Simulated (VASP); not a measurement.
# Pt (Im-3m) in VASP: a series of runs

Pt is run at these levels: RPBE; tasks: single point.

Program: VASP 6.6.1. These are calculated values, not measurements. Logs are shortened: lines on timing, memory, paths and dates and some standing lists are left out, and cuts for length are marked.

## (1) The cell of the first run

The structure is cubic, space group Im-3m (No. 229). The conventional cell has a = 3.096 Å, b = 3.096 Å, c = 3.096 Å, α = 90.00°, β = 90.00°, γ = 90.00°. Within 3.5 Å of Pt (site symmetry m-3m) lie 14 Pt at 2.68 to 3.10 Å.

## (2) Single point, RPBE (volume scaled by 0.92)

Contents of INCAR:

```
ALGO = Normal
EDIFF = 1E-6
ENCUT = 520
GGA = RP
ISIF = 2
ISMEAR = -1
LASPH = True
LCHARG = False
LREAL = False
LWAVE = False
NBANDS = 11
NELM = 100
PREC = Accurate
SIGMA = 0.1
```

Contents of KPOINTS:

```
k-points
0
Gamma
  16 16 16
```

Contents of POSCAR:

```
Pt
1.0
   -1.5481644791      1.5481644791      1.5481644791
    1.5481644791     -1.5481644791      1.5481644791
    1.5481644791      1.5481644791     -1.5481644791
Pt
1
Direct
    0.0000000000      0.0000000000      0.0000000000
```

Potentials or basis: VASP PAW PBE potentials, release 64 (Pt).

The run is started by

```sh
$ cat potpaw_PBE.64/Pt/POTCAR > POTCAR
$ mpirun -np 1 vasp_std > vasp.out
```

OUTCAR:

```text
EDIFF = 1E-6
   ENCUT = 520
   GGA = RP
   ISIF = 2
   ISMEAR = -1
   LASPH = True
   LREAL = False
   NELM = 100
   PREC = Accurate

 ion  position               nearest neighbor table
   1  0.000  0.000  0.000-

  LATTYP: Found a body centered cubic cell.
 ALAT       =     3.0963289582

  Lattice vectors:

 A1 = (  -1.5481644791,   1.5481644791,   1.5481644791)
 A2 = (   1.5481644791,  -1.5481644791,   1.5481644791)
 A3 = (   1.5481644791,   1.5481644791,  -1.5481644791)

Analysis of symmetry for initial positions (statically):
=====================================================================
 Subroutine PRICEL returns:
 Original cell was already a primitive cell.

 Routine SETGRP: Setting up the symmetry group for a
 body centered cubic supercell.

 Subroutine GETGRP returns: Found 48 space group operations
 (whereof 48 operations were pure point group operations)
 out of a pool of 48 trial point group operations.

The static configuration has the point symmetry O_h .

Analysis of symmetry for dynamics (positions and initial velocities):
=====================================================================
 Subroutine PRICEL returns:
 Original cell was already a primitive cell.

 Routine SETGRP: Setting up the symmetry group for a
 body centered cubic supercell.

 Subroutine GETGRP returns: Found 48 space group operations
 (whereof 48 operations were pure point group operations)
 out of a pool of 48 trial point group operations.

The dynamic configuration has the point symmetry O_h .

 Subroutine INISYM returns: Found 48 space group operations
 (whereof 48 operations are pure point group operations),
 and found     1 'primitive' translations

----------------------------------------------------------------------------------------

                                     Primitive cell

  volume of cell :      14.8426

  direct lattice vectors                    reciprocal lattice vectors
    -1.548164479  1.548164479  1.548164479     0.000000000  0.322963100  0.322963100
     1.548164479 -1.548164479  1.548164479     0.322963100  0.000000000  0.322963100
     1.548164479  1.548164479 -1.548164479     0.322963100  0.322963100  0.000000000

  length of vectors
     2.681499536  2.681499536  2.681499536     0.456738797  0.456738797  0.456738797

  position of ions in fractional coordinates (direct lattice)
     0.000000000  0.000000000  0.000000000
[... 79 lines left out ...]
   NSW    =      0    number of steps for IOM
   IBRION =     -1    ionic relax: 0-MD 1-quasi-New 2-CG
   NFREE  =      0    steps in history (QN), initial steepest desc. (CG)
   ISIF   =      2    stress and relaxation
   ISYM   =      2    0-nonsym 1-usesym 2-fastsym
   POTIM  = 0.5000    time-step for ionic-motion
   TEBEG  =    0.0;   TEEND  =   0.0 temperature during run
   PSTRESS=    0.0 pullay stress
   NELECT =      10.0000    total number of electrons
   NUPDOWN=      -1.0000    fix difference up-down
   EMIN   =  10.00;   EMAX   =-10.00  energy-range for DOS
   EFERMI =   0.00;   METHOD = LEGACY
   ISMEAR =    -1;   SIGMA  =   0.10  broadening in eV -4-tet -1-fermi 0-gaus
   EFERMI_NEDOS =   21; number of points for ismear=-14 and -15
   IALGO  =     38    algorithm
   IMIX   =      4    mixing-type and parameters
     AMIX     =   0.40;   BMIX     =  1.00
     AMIX_MAG =   1.60;   BMIX_MAG =  1.00
  volume/ion in A,a.u.               =      14.84       100.16
  Fermi-wavevector in a.u.,A,eV,Ry     =   1.435173  2.712085 28.024232  2.059723
  Thomas-Fermi vector in A             =   2.554501
   LORBIT       =      0    0 simple, 1 ext, 2 COOP (PROOUT), +10 PAW based schemes
   GGA     = RP    functional components
   LHFCALC =     F    Hartree Fock is set to
   AEXX    =    0.0000 exact exchange contribution
   IVDW    =     0    specifies the selected vdW correction
   LEPSILON=     F    determine dielectric tensor
   LRPA    =     F    only Hartree local field effects (RPA)
 non-spin polarized calculation
  energy-cutoff  :      520.00
  volume of cell :       14.84
 maximum number of plane-waves:       420
   NGX =  9   NGY =  9   NGZ =  9

 number of electron      10.0000002 magnetization

 Free energy of the ion-electron system (eV)
  ---------------------------------------------------
  ext. energy  EPLUGINS =         0.00000000
  ---------------------------------------------------
  free energy    TOTEN  =        -5.29997515 eV

  energy without entropy =       -5.26364766  energy(sigma->0) =       -5.28181140

 E-fermi :  11.4567     XC(G=0): -13.5236

 val. band max:       11.4460195085   @ k =  -0.4375   0.4375   0.4375
 cond. band min:      11.4634050728   @ k =   0.2500   0.0625   0.0625
 fundamental gap:      0.0173855642
 Fermi energy:        11.4566785664

 k-point     1 :       0.0000    0.0000    0.0000
  band No.  band energies     occupation
      1       1.3051      2.00000
      2       7.6095      2.00000
      3       7.6095      2.00000
      4       7.6095      2.00000
      5      10.3155      1.99998
      6      10.3155      1.99998
      7      28.4775      0.00000
      8      28.4775      0.00000
      9      28.4775      0.00000
     10      39.3250      0.00000
     11      39.3250      0.00000
[... 309 lines left out ...]
 k-point    24 :       0.2500    0.1875   -0.0000
  band No.  band energies     occupation
      1       5.0635      2.00000
      2       6.5633      2.00000
      3       7.3804      2.00000
      4       9.8158      2.00000
      5      10.7378      1.99849
      6      12.8865      0.00000
      7      22.2459      0.00000
      8      25.2931      0.00000
      9      28.3511      0.00000
     10      32.7146      0.00000
     11      37.0767      0.00000

 [... further k-points ...]

------------------------ aborting loop because EDIFF is reached ----------------------------------------

  FORCE on cell =-STRESS in cart. coord.  units (eV):
  Direction    XX          YY          ZZ          XY          YZ          ZX
  --------------------------------------------------------------------------------------
  -------------------------------------------------------------------------------------
  Total        2.0737869      2.0737869      2.0737869     -0.0000000      0.0000000     -0.0000000
  in kB      223.8532582    223.8532582    223.8532582     -0.0000000      0.0000000     -0.0000000
  external PRESSURE =     223.8532582 kB  Pullay stress =       0.0000000 kB

 VOLUME and BASIS-vectors are now :
 -----------------------------------------------------------------------------
  energy-cutoff  :      520.00
  volume of cell :       14.84
      direct lattice vectors                 reciprocal lattice vectors
    -1.548164479  1.548164479  1.548164479     0.000000000  0.322963100  0.322963100
     1.548164479 -1.548164479  1.548164479     0.322963100  0.000000000  0.322963100
     1.548164479  1.548164479 -1.548164479     0.322963100  0.322963100  0.000000000

 POSITION                                       TOTAL-FORCE (eV/Angst)
 -----------------------------------------------------------------------------------
      0.00000      0.00000      0.00000         0.000000      0.000000      0.000000
 -----------------------------------------------------------------------------------
    total drift:                                0.000000     -0.000000      0.000000

  FREE ENERGIE OF THE ION-ELECTRON SYSTEM (eV)
  ---------------------------------------------------
  free  energy   TOTEN  =        -5.2999751457 eV

  energy  without entropy=       -5.2636476566  energy(sigma->0) =       -5.28181140
```

OSZICAR:

```text
N       E                     dE             d eps       ncg     rms          rms(c)
DAV:   1     0.417676525912E+02    0.41768E+02   -0.54220E+03  3286   0.851E+02
DAV:   2    -0.500881130036E+01   -0.46776E+02   -0.44600E+02  3660   0.178E+02
DAV:   3    -0.560820813777E+01   -0.59940E+00   -0.59678E+00  3738   0.195E+01
DAV:   4    -0.561051440276E+01   -0.23063E-02   -0.23061E-02  3670   0.142E+00
DAV:   5    -0.561053262548E+01   -0.18223E-04   -0.18221E-04  3777   0.117E-01    0.130E+01
DAV:   6    -0.533894635356E+01    0.27159E+00   -0.55524E-01  3448   0.600E+00    0.710E+00
DAV:   7    -0.530302154797E+01    0.35925E-01   -0.13214E-01  3625   0.288E+00    0.241E+00
DAV:   8    -0.530013255842E+01    0.28890E-02   -0.69567E-03  3498   0.720E-01    0.485E-01
DAV:   9    -0.529996970820E+01    0.16285E-03   -0.17209E-04  3673   0.115E-01    0.288E-02
DAV:  10    -0.529997504217E+01   -0.53340E-05   -0.38337E-06  3933   0.163E-02    0.102E-03
DAV:  11    -0.529997514565E+01   -0.10348E-06   -0.24916E-08  2096   0.151E-03
   1 F= -.52999751E+01 E0= -.52818114E+01  d E =-.363275E-01
```

stdout:

```text
POSCAR found type information on POSCAR Pt
 POSCAR found :  1 types and       1 ions
 scaLAPACK will be used
 -----------------------------------------------------------------------------
|                                                                             |
|                                                                             |
|     You enforced a specific xc type in the INCAR file but a different       |
|     I HOPE YOU KNOW WHAT YOU ARE DOING!                                     |
|                                                                             |
 -----------------------------------------------------------------------------

 LDA part: xc-table for (Slater+PW92), standard interpolation
 POSCAR, INCAR and KPOINTS ok, starting setup
 FFT: planning ... GRIDC
 FFT: planning ... GRID_SOFT
 FFT: planning ... GRID
 WAVECAR not read
 entering main loop
```

Wall time 11 s (1 thread of Intel Xeon Platinum 8488C (Sapphire Rapids), shared host); peak memory 0.14 GiB.

What came out:

```
Free energy            : -5.3000 eV
Pressure               : 22.4 GPa
Band gap on the k mesh : zero (band 5 reaches 12.59 eV, above the bottom of band 6 at 10.16 eV)
```

Caveat: the PAW data sets were made with another functional, which shifts forces and pressure a little; spin-orbit coupling is left out, which moves the levels of the heavy elements.

## (3) Single point, RPBE (volume scaled by 0.96)

Contents of INCAR:

```
PREC     = Accurate       # precision mode
ENCUT    = 520            # plane-wave cutoff, eV
EDIFF    = 1E-6           # SCF threshold, eV
ISMEAR   = -1             # smearing method
SIGMA    = 0.1            # smearing width, eV
LREAL    = F              # projectors in reciprocal space
LASPH    = T              # aspherical terms in the spheres
NELM     = 60             # most SCF steps
ALGO     = Normal         # electronic algorithm
ISIF     = 2              # what is computed and relaxed
LWAVE    = F              # write WAVECAR
LCHARG   = T              # write CHGCAR
GGA      = RP             # functional
LELF     = T              # ELF
LVHAR    = T            
NBANDS   = 11             # bands
```

Contents of KPOINTS:

```
Automatic mesh
0
Gamma
  16 16 16
```

Contents of POSCAR:

```
Pt
1.0
   -1.5702841030      1.5702841030      1.5702841030
    1.5702841030     -1.5702841030      1.5702841030
    1.5702841030      1.5702841030     -1.5702841030
Pt
1
Direct
    0.0000000000      0.0000000000      0.0000000000
```

Potentials or basis: VASP PAW PBE potentials, release 64 (Pt).

The run is started by

```sh
$ cat potpaw_PBE.64/Pt/POTCAR > POTCAR
$ mpirun -np 1 vasp_std > vasp.out
```

OUTCAR:

```text
PREC = Accurate
   ENCUT = 520
   EDIFF = 1E-6
   ISMEAR = -1
   LREAL = F
   LASPH = T
   NELM = 60
   ISIF = 2
   GGA = RP

 ion  position               nearest neighbor table
   1  0.000  0.000  0.000-

  LATTYP: Found a body centered cubic cell.
 ALAT       =     3.1405682060

  Lattice vectors:

 A1 = (  -1.5702841030,   1.5702841030,   1.5702841030)
 A2 = (   1.5702841030,  -1.5702841030,   1.5702841030)
 A3 = (   1.5702841030,   1.5702841030,  -1.5702841030)

Analysis of symmetry for initial positions (statically):
=====================================================================
 Subroutine PRICEL returns:
 Original cell was already a primitive cell.

 Routine SETGRP: Setting up the symmetry group for a
 body centered cubic supercell.

 Subroutine GETGRP returns: Found 48 space group operations
 (whereof 48 operations were pure point group operations)
 out of a pool of 48 trial point group operations.

The static configuration has the point symmetry O_h .

Analysis of symmetry for dynamics (positions and initial velocities):
=====================================================================
 Subroutine PRICEL returns:
 Original cell was already a primitive cell.

 Routine SETGRP: Setting up the symmetry group for a
 body centered cubic supercell.

 Subroutine GETGRP returns: Found 48 space group operations
 (whereof 48 operations were pure point group operations)
 out of a pool of 48 trial point group operations.

The dynamic configuration has the point symmetry O_h .

 Subroutine INISYM returns: Found 48 space group operations
 (whereof 48 operations are pure point group operations),
 and found     1 'primitive' translations

----------------------------------------------------------------------------------------

                                     Primitive cell

  volume of cell :      15.4880

  direct lattice vectors                    reciprocal lattice vectors
[... 110 lines left out ...]
   GGA     = RP    functional components
   LHFCALC =     F    Hartree Fock is set to
   AEXX    =    0.0000 exact exchange contribution
   IVDW    =     0    specifies the selected vdW correction
   LEPSILON=     F    determine dielectric tensor
   LRPA    =     F    only Hartree local field effects (RPA)
 non-spin polarized calculation
  energy-cutoff  :      520.00
  volume of cell :       15.49
 maximum number of plane-waves:       430
   NGX = 11   NGY = 11   NGZ = 11

 number of electron      10.0000000 magnetization

 number of electron       9.9999997 magnetization

 Free energy of the ion-electron system (eV)
  ---------------------------------------------------
  ext. energy  EPLUGINS =         0.00000000
  ---------------------------------------------------
  free energy    TOTEN  =        -5.36366647 eV

  energy without entropy =       -5.32534646  energy(sigma->0) =       -5.34450647

 E-fermi :  10.6661     XC(G=0): -13.2640

 val. band max:       10.6543376601   @ k =  -0.4375   0.4375   0.4375
 cond. band min:      10.6760829003   @ k =  -0.3750   0.3750   0.1250
 fundamental gap:      0.0217452401
 Fermi energy:        10.6660713083

 k-point     1 :       0.0000    0.0000    0.0000
  band No.  band energies     occupation
      1       0.9713      2.00000
      2       7.0630      2.00000
      3       7.0630      2.00000
      4       7.0630      2.00000
      5       9.6036      1.99995
      6       9.6036      1.99995
      7      27.7180      0.00000
      8      27.7180      0.00000
      9      27.7180      0.00000
     10      38.0103      0.00000
     11      38.0103      0.00000
[... 309 lines left out ...]
 k-point    24 :       0.2500    0.1875    0.0000
  band No.  band energies     occupation
      1       4.6393      2.00000
      2       6.0933      2.00000
      3       6.8511      2.00000
      4       9.1369      2.00000
      5       9.9852      1.99779
      6      12.0224      0.00000
      7      21.1234      0.00000
      8      24.1596      0.00000
      9      27.2595      0.00000
     10      31.6809      0.00000
     11      35.8544      0.00000

 [... further k-points ...]

------------------------ aborting loop because EDIFF is reached ----------------------------------------

  FORCE on cell =-STRESS in cart. coord.  units (eV):
  Direction    XX          YY          ZZ          XY          YZ          ZX
  --------------------------------------------------------------------------------------
  -------------------------------------------------------------------------------------
  Total        0.9191732      0.9191732      0.9191732      0.0000000      0.0000000      0.0000000
  in kB       95.0852743     95.0852743     95.0852743      0.0000000      0.0000000      0.0000000
  external PRESSURE =      95.0852743 kB  Pullay stress =       0.0000000 kB

 VOLUME and BASIS-vectors are now :
 -----------------------------------------------------------------------------
  energy-cutoff  :      520.00
  volume of cell :       15.49
      direct lattice vectors                 reciprocal lattice vectors
    -1.570284103  1.570284103  1.570284103     0.000000000  0.318413718  0.318413718
     1.570284103 -1.570284103  1.570284103     0.318413718  0.000000000  0.318413718
     1.570284103  1.570284103 -1.570284103     0.318413718  0.318413718  0.000000000

 POSITION                                       TOTAL-FORCE (eV/Angst)
 -----------------------------------------------------------------------------------
      0.00000      0.00000      0.00000        -0.000000      0.000000      0.000000
 -----------------------------------------------------------------------------------
    total drift:                                0.000000     -0.000000      0.000000

  FREE ENERGIE OF THE ION-ELECTRON SYSTEM (eV)
  ---------------------------------------------------
  free  energy   TOTEN  =        -5.3636664705 eV

  energy  without entropy=       -5.3253464649  energy(sigma->0) =       -5.34450647
```

OSZICAR:

```text
N       E                     dE             d eps       ncg     rms          rms(c)
DAV:   1     0.400584805773E+02    0.40058E+02   -0.53270E+03  3262   0.836E+02
DAV:   2    -0.507579138619E+01   -0.45134E+02   -0.43344E+02  3643   0.175E+02
DAV:   3    -0.567565304532E+01   -0.59986E+00   -0.59813E+00  3730   0.194E+01
DAV:   4    -0.567806776159E+01   -0.24147E-02   -0.24145E-02  3664   0.144E+00
DAV:   5    -0.567808740659E+01   -0.19645E-04   -0.19643E-04  3763   0.122E-01    0.115E+01
DAV:   6    -0.539739461143E+01    0.28069E+00   -0.62553E-01  3409   0.626E+00    0.625E+00
DAV:   7    -0.536633939212E+01    0.31055E-01   -0.11784E-01  3643   0.268E+00    0.239E+00
DAV:   8    -0.536381246543E+01    0.25269E-02   -0.53711E-03  3468   0.620E-01    0.467E-01
DAV:   9    -0.536366217879E+01    0.15029E-03   -0.13813E-04  3676   0.101E-01    0.367E-02
DAV:  10    -0.536366657192E+01   -0.43931E-05   -0.36182E-06  3817   0.165E-02    0.304E-03
DAV:  11    -0.536366647050E+01    0.10143E-06   -0.24243E-08  2123   0.151E-03
   1 F= -.53636665E+01 E0= -.53445065E+01  d E =-.383200E-01
```

Wall time 11 s (1 thread of Intel Xeon Platinum 8488C (Sapphire Rapids), shared host); peak memory 0.14 GiB.

Results:

* Free energy: -5.3637 eV
* Pressure: 9.5 GPa
* Band gap on the k mesh: zero (band 5 reaches 11.71 eV, above the bottom of band 6 at 9.46 eV)

Caveat: the PAW data sets were made with another functional, which shifts forces and pressure a little; spin-orbit coupling is left out, which moves the levels of the heavy elements.
